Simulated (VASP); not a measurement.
# MgO (Fm-3m) in VASP: settings compared

Aim: see how the results for MgO move with the level of theory and the settings. Levels: PBE, LDA. Tasks: single point.

Everything below comes from runs of VASP 6.6.1. Logs are shortened: lines on timing, memory, paths and dates and some standing lists are left out, and cuts for length are marked.

## (1) The cell of the first run

The structure is cubic, space group Fm-3m (No. 225). Conventional cell: a = 4.204 Å, b = 4.204 Å, c = 4.204 Å, α = 90.00°, β = 90.00°, γ = 90.00°. Within 2.8 Å of Mg (site symmetry m-3m) lie 6 O at 2.10 Å. Within 2.8 Å of O (site symmetry m-3m) lie 6 Mg at 2.10 Å.

## (2) Single point, PBE

INCAR

```
SYSTEM = MgO
PREC = Accurate
ENCUT = 520
EDIFF = 1E-6
ISMEAR = 0
SIGMA = 0.01
LREAL = .False.
LASPH = .True.
NELM = 80
ALGO = Normal
ISIF = 2
LWAVE = .False.
LCHARG = .False.
GGA = PE
NBANDS = 11
```

KPOINTS

```
Automatic mesh
0
Gamma
  6 6 6
  0 0 0
```

POSCAR

```
MgO
1.0
    0.0000000000      2.1021680260      2.1021680260
    2.1021680260      0.0000000000      2.1021680260
    2.1021680260      2.1021680260      0.0000000000
Mg O
1 1
Direct
    0.0000000000      0.0000000000      0.0000000000
    0.5000000000      0.5000000000      0.5000000000
```

Potentials or basis: VASP PAW PBE potentials, release 64 (Mg, O).

Run with:

```console
> cat potpaw_PBE.64/Mg/POTCAR potpaw_PBE.64/O/POTCAR > POTCAR
> mpirun -np 1 vasp_std > vasp.out
```

OUTCAR:

```text
SYSTEM = MgO
   PREC = Accurate
   ENCUT = 520
   EDIFF = 1E-6
   ISMEAR = 0
   LREAL = .False.
   LASPH = .True.
   NELM = 80
   ISIF = 2
   GGA = PE

 ion  position               nearest neighbor table
   1  0.000  0.000  0.000-   2 2.10   2 2.10   2 2.10   2 2.10   2 2.10   2 2.10
   2  0.500  0.500  0.500-   1 2.10   1 2.10   1 2.10   1 2.10   1 2.10   1 2.10

  LATTYP: Found a face centered cubic cell.
 ALAT       =     4.2043360520

  Lattice vectors:

 A1 = (   0.0000000000,   2.1021680260,   2.1021680260)
 A2 = (   2.1021680260,   0.0000000000,   2.1021680260)
 A3 = (   2.1021680260,   2.1021680260,   0.0000000000)

Analysis of symmetry for initial positions (statically):
=====================================================================
 Subroutine PRICEL returns:
 Original cell was already a primitive cell.

 Routine SETGRP: Setting up the symmetry group for a
 face centered cubic supercell.

 Subroutine GETGRP returns: Found 48 space group operations
 (whereof 48 operations were pure point group operations)
 out of a pool of 48 trial point group operations.

The static configuration has the point symmetry O_h .

Analysis of symmetry for dynamics (positions and initial velocities):
=====================================================================
 Subroutine PRICEL returns:
 Original cell was already a primitive cell.

 Routine SETGRP: Setting up the symmetry group for a
 face centered cubic supercell.

 Subroutine GETGRP returns: Found 48 space group operations
 (whereof 48 operations were pure point group operations)
 out of a pool of 48 trial point group operations.

The dynamic configuration has the point symmetry O_h .

 Subroutine INISYM returns: Found 48 space group operations
 (whereof 48 operations are pure point group operations),
 and found     1 'primitive' translations

----------------------------------------------------------------------------------------

                                     Primitive cell

  volume of cell :      18.5794

  direct lattice vectors                    reciprocal lattice vectors
     0.000000000  2.102168026  2.102168026    -0.237849684  0.237849684  0.237849684
     2.102168026  0.000000000  2.102168026     0.237849684 -0.237849684  0.237849684
     2.102168026  2.102168026  0.000000000     0.237849684  0.237849684 -0.237849684

  length of vectors
     2.972914533  2.972914533  2.972914533     0.411967737  0.411967737  0.411967737

  position of ions in fractional coordinates (direct lattice)
     0.000000000  0.000000000  0.000000000
     0.500000000  0.500000000  0.500000000
[... 78 lines left out ...]
   PSTRESS=    0.0 pullay stress
   NELECT =       8.0000    total number of electrons
   NUPDOWN=      -1.0000    fix difference up-down
   EMIN   =  10.00;   EMAX   =-10.00  energy-range for DOS
   EFERMI =   0.00;   METHOD = LEGACY
   ISMEAR =     0;   SIGMA  =   0.01  broadening in eV -4-tet -1-fermi 0-gaus
   EFERMI_NEDOS =   21; number of points for ismear=-14 and -15
   IALGO  =     38    algorithm
   IMIX   =      4    mixing-type and parameters
     AMIX     =   0.40;   BMIX     =  1.00
     AMIX_MAG =   1.60;   BMIX_MAG =  1.00
  volume/ion in A,a.u.               =       9.29        62.69
  Fermi-wavevector in a.u.,A,eV,Ry     =   1.236215  2.336108 20.792804  1.528228
  Thomas-Fermi vector in A             =   2.370833
   LORBIT       =      0    0 simple, 1 ext, 2 COOP (PROOUT), +10 PAW based schemes
   GGA     = PE    functional components
   LHFCALC =     F    Hartree Fock is set to
   AEXX    =    0.0000 exact exchange contribution
   IVDW    =     0    specifies the selected vdW correction
   LEPSILON=     F    determine dielectric tensor
   LRPA    =     F    only Hartree local field effects (RPA)
 non-spin polarized calculation
 Gauss-broadening in eV      SIGMA  =   0.01
  energy-cutoff  :      520.00
  volume of cell :       18.58
 maximum number of plane-waves:       531
 NGX is ok and might be reduce to    24
   NGX = 11   NGY = 11   NGZ = 11

 number of electron       8.0000004 magnetization

 Free energy of the ion-electron system (eV)
  ---------------------------------------------------
  ext. energy  EPLUGINS =         0.00000000
  ---------------------------------------------------
  free energy    TOTEN  =       -11.90221119 eV

  energy without entropy =      -11.90221119  energy(sigma->0) =      -11.90221119

 E-fermi :   3.2937     XC(G=0): -11.1046

 val. band max:        3.2292258274   @ k =   0.0000   0.0000   0.0000
 cond. band min:       8.0090426875   @ k =   0.0000   0.0000   0.0000
 fundamental gap:      4.7798168601
 Fermi energy:         3.2937269679

 k-point     1 :       0.0000    0.0000    0.0000
  band No.  band energies     occupation
      1     -14.0627      2.00000
      2       3.2292      2.00000
      3       3.2292      2.00000
      4       3.2292      2.00000
      5       8.0090      0.00000
      6      19.0595      0.00000
      7      19.0595      0.00000
      8      19.0595      0.00000
      9      22.9909      0.00000
     10      24.7715      0.00000
     11      24.7715      0.00000
[... 197 lines left out ...]
 k-point    16 :      -0.3333    0.5000    0.1667
  band No.  band energies     occupation
      1     -12.4638      2.00000
      2      -0.3493      2.00000
      3       0.9749      2.00000
      4       1.5515      2.00000
      5      13.8021      0.00000
      6      14.7078      0.00000
      7      15.7572      0.00000
      8      19.8022      0.00000
      9      23.4918      0.00000
     10      27.9560      0.00000
     11      29.5164      0.00000

------------------------ aborting loop because EDIFF is reached ----------------------------------------

  FORCE on cell =-STRESS in cart. coord.  units (eV):
  Direction    XX          YY          ZZ          XY          YZ          ZX
  --------------------------------------------------------------------------------------
  -------------------------------------------------------------------------------------
  Total        0.5666686      0.5666686      0.5666686     -0.0000000      0.0000000      0.0000000
  in kB       48.8660713     48.8660713     48.8660713     -0.0000000      0.0000000      0.0000000
  external PRESSURE =      48.8660713 kB  Pullay stress =       0.0000000 kB

 VOLUME and BASIS-vectors are now :
 -----------------------------------------------------------------------------
  energy-cutoff  :      520.00
  volume of cell :       18.58
      direct lattice vectors                 reciprocal lattice vectors
     0.000000000  2.102168026  2.102168026    -0.237849684  0.237849684  0.237849684
     2.102168026  0.000000000  2.102168026     0.237849684 -0.237849684  0.237849684
     2.102168026  2.102168026  0.000000000     0.237849684  0.237849684 -0.237849684

 POSITION                                       TOTAL-FORCE (eV/Angst)
 -----------------------------------------------------------------------------------
      0.00000      0.00000      0.00000        -0.000000     -0.000000      0.000000
      2.10217      2.10217      2.10217         0.000000      0.000000      0.000000
 -----------------------------------------------------------------------------------
    total drift:                               -0.000000     -0.000000      0.000000

  FREE ENERGIE OF THE ION-ELECTRON SYSTEM (eV)
  ---------------------------------------------------
  free  energy   TOTEN  =       -11.9022111870 eV

  energy  without entropy=      -11.9022111870  energy(sigma->0) =      -11.90221119
```

OSZICAR:

```text
N       E                     dE             d eps       ncg     rms          rms(c)
DAV:   1     0.130378946736E+02    0.13038E+02   -0.46173E+03   416   0.652E+02
DAV:   2    -0.128909562551E+02   -0.25929E+02   -0.24671E+02   397   0.130E+02
DAV:   3    -0.134622978666E+02   -0.57134E+00   -0.57108E+00   427   0.169E+01
DAV:   4    -0.134639655485E+02   -0.16677E-02   -0.16676E-02   388   0.999E-01
DAV:   5    -0.134639707836E+02   -0.52351E-05   -0.52351E-05   415   0.555E-02    0.722E+00
DAV:   6    -0.119188738615E+02    0.15451E+01   -0.87016E+00   364   0.163E+01    0.221E+00
DAV:   7    -0.119077340265E+02    0.11140E-01   -0.54154E-02   382   0.210E+00    0.134E+00
DAV:   8    -0.119025746829E+02    0.51593E-02   -0.27212E-02   385   0.186E+00    0.235E-01
DAV:   9    -0.119022138386E+02    0.36084E-03   -0.55568E-04   397   0.165E-01    0.131E-01
DAV:  10    -0.119022093797E+02    0.44589E-05   -0.47321E-04   391   0.161E-01    0.882E-03
DAV:  11    -0.119022113283E+02   -0.19487E-05   -0.24964E-06   400   0.132E-02    0.531E-03
DAV:  12    -0.119022111870E+02    0.14133E-06   -0.56783E-07   212   0.571E-03
   1 F= -.11902211E+02 E0= -.11902211E+02  d E =-.669123E-22
```

stdout:

```text
POSCAR found type information on POSCAR MgO
 POSCAR found :  2 types and       2 ions
 scaLAPACK will be used
 LDA part: xc-table for (Slater+PW92), standard interpolation
 POSCAR, INCAR and KPOINTS ok, starting setup
 FFT: planning ... GRIDC
 FFT: planning ... GRID_SOFT
 FFT: planning ... GRID
 WAVECAR not read
 entering main loop
```

Wall time 5.7 s (1 thread of AMD EPYC 7R43 (Zen 3), shared host); peak memory 0.1 GiB.

Results:

```
Free energy            : -11.9022 eV
Pressure               : 4.9 GPa
Band gap on the k mesh : 4.78 eV
```

Levels at points of the mesh, in eV from the valence-band top:
```csv
k point,band 2,band 3,band 4,band 5,band 6,band 7
"(0.00, 0.00, 0.00)",0.00,0.00,0.00,4.78,15.83,15.83
"(0.50, 0.00, 0.00)",-4.64,-0.66,-0.66,7.93,12.67,16.37
"(0.50, 0.50, 0.00)",-4.11,-1.36,-1.36,9.13,10.03,13.16
```

Caveat: the k points lie up to 0.43 Å⁻¹ apart.

## (3) Single point, PBE

INCAR

```
PREC = Accurate ; ENCUT = 520
EDIFF = 1E-6 ; ISMEAR = 0
SIGMA = 0.01 ; LREAL = False
LASPH = True ; NELM = 80
ALGO = Normal ; ISIF = 2
LWAVE = False ; LCHARG = False
GGA = PE ; NBANDS = 11
```

KPOINTS

```
regular mesh
0
Gamma
  6 6 6
```

POSCAR is that of step 2.

Potentials or basis: VASP PAW PBE potentials, release 64 (Mg, O).

Run with:

```console
> cat potpaw_PBE.64/Mg/POTCAR potpaw_PBE.64/O/POTCAR > POTCAR
> mpirun -np 1 vasp_std > vasp.out
```

Run time: 6 s. Hardware: 1 thread of AMD EPYC 7R43 (Zen 3), shared host; peak memory 0.1 GiB.

Results (log left out):

* Free energy: -11.9022 eV
* Pressure: 4.9 GPa
* Band gap on the k mesh: 4.78 eV

Levels at points of the mesh, in eV from the valence-band top:
```tsv
k point	band 1	band 2	band 3	band 4	band 5	band 6	band 7	band 8	band 9
(0.00, 0.00, 0.00)	-17.29	0.00	0.00	0.00	4.78	15.83	15.83	15.83	19.76
(0.50, 0.00, 0.00)	-15.99	-4.64	-0.66	-0.66	7.93	12.67	16.37	16.37	20.97
(0.50, 0.50, 0.00)	-15.73	-4.11	-1.36	-1.36	9.13	10.03	13.16	19.06	19.06
```

Caveat: the k points lie up to 0.43 Å⁻¹ apart. Expect the measured gap to be larger: semilocal functionals such as PBE lack the derivative discontinuity.

## (4) Single point, LDA

INCAR

```
PREC = Accurate
ENCUT = 520
EDIFF = 1E-7
ISMEAR = 0
SIGMA = 0.01
LREAL = False
LASPH = True
NELM = 80
ALGO = Normal
ISIF = 2
LWAVE = False
LCHARG = False
GGA = CA
NBANDS = 11
```

KPOINTS is that of step 3.

POSCAR is that of step 3.

Potentials or basis: VASP PAW LDA potentials, release 64 (Mg, O).

Run with:

```console
> cat potpaw_LDA.64/Mg/POTCAR potpaw_LDA.64/O/POTCAR > POTCAR
> mpirun -np 1 vasp_std > vasp.out
```

Run time: 4.8 s. Hardware: 1 thread of AMD EPYC 7R43 (Zen 3), shared host; peak memory 0.09 GiB.

Results (log left out):

```
Free energy            : -13.4290 eV
Pressure               : -6.9 GPa
Band gap on the k mesh : 4.71 eV
```

Levels at points of the mesh, in eV from the valence-band top:
| k point | band 1 | band 2 | band 3 | band 4 | band 5 | band 6 | band 7 | band 8 |
| --- | --- | --- | --- | --- | --- | --- | --- | --- |
| (0.00, 0.00, 0.00) | -17.03 | 0.00 | 0.00 | 0.00 | 4.71 | 15.55 | 15.55 | 15.55 |
| (0.50, 0.00, 0.00) | -15.66 | -4.72 | -0.67 | -0.67 | 7.77 | 12.46 | 16.05 | 16.05 |
| (0.50, 0.50, 0.00) | -15.39 | -4.18 | -1.38 | -1.38 | 8.89 | 9.76 | 12.95 | 18.72 |

Caveat: the k points lie up to 0.43 Å⁻¹ apart.
